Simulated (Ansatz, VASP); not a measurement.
**Na3TeF: VASP beside Ansatz**

```
CELL_PARAMETERS angstrom
4.75014 0.00000 -0.00097
-0.00008 4.74012 -0.00498
-0.00204 -0.01031 9.43870
ATOMIC_POSITIONS crystal
Na 0.50011 0.00219 0.00012
Na 0.49953 0.99761 0.50082
Na 0.00001 0.49841 0.50055
Na 0.00011 0.50110 0.99949
Na 0.00001 0.99990 0.24976
Na 0.99936 0.00023 0.74984
Te 0.50043 0.50084 0.24996
Te 0.49985 0.49956 0.75002
F 0.00067 0.00137 0.99965
F 0.99992 0.99879 0.49980
```

Change from the starting cell: cell x2, atoms moved at random (sigma 0.1 Å) and cell strained at random (1.5 %), then relaxed without symmetry.

Alike in both runs: functional PBE; k mesh 4 × 4 × 2; occupations gaussian, width 0.1 eV; no spin polarisation.

Ansatz relaxed the structure, and its values are those at the end. VASP's run is a single point on that final structure, the one shown.

|  | VASP | Ansatz |
| --- | --- | --- |
| version | VASP 6.6.1 | Ansatz 0.2.0 |
| potentials or method | VASP PAW PBE potentials, release 64 (Na_pv, Te, F), cutoff 520 eV | scalar-relativistic, plane waves, PAW |
| valence electrons in the cell | 68 | 100 |

|  | VASP | Ansatz | Ansatz less VASP |
| --- | --- | --- | --- |
| gap on the k mesh at the Fermi level (eV) | 2.06 | 2.06 | +0.004 |
| least direct gap on the mesh (eV) | 2.26 | 2.27 | +0.004 |
| pressure (GPa) | -0.1 | -0.1 | +0.02 |
| rms of the force components (eV/Å) | 0.007 | 0.007 | +0.0001 |

With one functional, cell and mesh, what is left measures potentials, basis and numerics. VASP's potentials hold 68 valence electrons a cell and Ansatz's 100, so a difference there can come from the potentials and not from the codes.

Neither program's run includes spin-orbit coupling.
